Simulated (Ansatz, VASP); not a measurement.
S in VASP and in Ansatz

```
S
1.0
    -1.57975    1.57975    1.57975
     1.57975   -1.57975    1.57975
     1.57975    1.57975   -1.57975
S
1
Direct
  0.00000 0.00000 0.00000
```

Alike in both runs: functional PBE; k mesh 16 × 16 × 16; occupations fermi-dirac, width 0.1 eV; no spin polarisation.

Ansatz relaxed the structure, and its values are those at the end. VASP's run is a single point on that final structure, the one shown.

|  | VASP | Ansatz |
| --- | --- | --- |
| version | VASP 6.6.1 | Ansatz 0.2.0 |
| potentials or method | VASP PAW PBE potentials, release 64 (S) | PAW with Ansatz's default frozen-core files, scalar-relativistic |
| plane-wave cutoff (eV) | 520 | 420 |
| valence electrons in the cell | 6 | 6 |

```csv
,VASP,Ansatz,Ansatz less VASP
pressure (GPa),-0.1,0.0,+0.14
```

The functional is the same, so the differences come from potentials, cutoffs and numerics.
